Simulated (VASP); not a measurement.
Input of a VASP 6.6.1 run:

File INCAR:

```
PREC = Accurate ; ENCUT = 520
EDIFF = 1E-6 ; ISMEAR = 1
SIGMA = 0.1 ; LREAL = F
LASPH = T ; NELM = 100
ALGO = Normal ; ISIF = 2
LWAVE = F ; LCHARG = F
GGA = PE ; NBANDS = 14
```

Contents of KPOINTS:

```
regular mesh
0
Gamma
  15 15 15
```

Contents of POSCAR:

```
Rh
1.0
    0.0000000000      1.8978500000      1.8978500000
    1.8978500000      0.0000000000      1.8978500000
    1.8978500000      1.8978500000      0.0000000000
Rh
1
Direct
    0.0000000000      0.0000000000      0.0000000000
```

Potentials or basis: VASP PAW PBE potentials, release 64 (Rh_pv).

Command:

```bash
$ cat potpaw_PBE.64/Rh_pv/POTCAR > POTCAR
$ mpirun -np 1 vasp_std > vasp.out
```

(1) Predict the pressure.

Results:

(1) 7.5 GPa.
